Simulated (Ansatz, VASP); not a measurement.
# Two plane-wave programs on Cu

The input INCAR:

```
SYSTEM = Cu
PREC     = Accurate       ! precision mode
ENCUT    = 600            ! plane-wave cutoff, eV
EDIFF    = 1E-6           ! SCF threshold, eV
ISMEAR   = -1             ! smearing method
SIGMA    = 0.3            ! smearing width, eV
LREAL    = .False.        ! projectors in reciprocal space
LASPH    = .True.         ! aspherical terms in the spheres
NELM     = 120            ! most SCF steps
ALGO     = Normal         ! electronic algorithm
ISIF     = 2              ! what is computed and relaxed
LWAVE    = .False.        ! write WAVECAR
LCHARG   = .False.        ! write CHGCAR
GGA      = PE             ! functional
NBANDS   = 12             ! bands
GGA_COMPAT= .False.
```

KPOINTS

```
Automatic mesh
0
Gamma
  12 12 12
  0 0 0
```

POSCAR

```
Cu
1.0
    0.0000000000      1.7917400000      1.7917400000
    1.7917400000      0.0000000000      1.7917400000
    1.7917400000      1.7917400000      0.0000000000
Cu
1
Direct
    0.0000000000      0.0000000000      0.0000000000
```

Input for Ansatz:

```yaml
crystal:
  lattice:
    - [0.0, 1.79174, 1.79174]
    - [1.79174, 0.0, 1.79174]
    - [1.79174, 1.79174, 0.0]
  atoms:
    - { symbol: Cu, position: [0.0, 0.0, 0.0] }
hamiltonian:
  xc: pbe
  pseudopotentials: { kind: paw }
basis:
  ecutwfc: 420
kpoints:
  mp_grid: { grid: [12, 12, 12] }
scf:
  occupations: { method: fermi_dirac, width: 0.3 }
  lower_state_search: "off"
  max_iter: 50
output:
  forces: true
  stress: true
```

Alike in both runs: task single point; functional PBE; k mesh 12 × 12 × 12; occupations fermi-dirac, width 0.3 eV; no spin polarisation.

|  | VASP | Ansatz |
| --- | --- | --- |
| version | VASP 6.6.1 | Ansatz 0.2.0 |
| potentials or method | VASP PAW PBE potentials, release 64 (Cu), cutoff 600 eV | PAW, plane waves, scalar-relativistic |
| valence electrons in the cell | 11 | 19 |

```tsv
	VASP	Ansatz	Ansatz less VASP
pressure (GPa)	7.1	6.5	-0.58
```

With one functional, cell and mesh, what is left measures potentials, basis and numerics. VASP's potentials hold 11 valence electrons a cell and Ansatz's 19, so a difference there can come from the potentials and not from the codes.
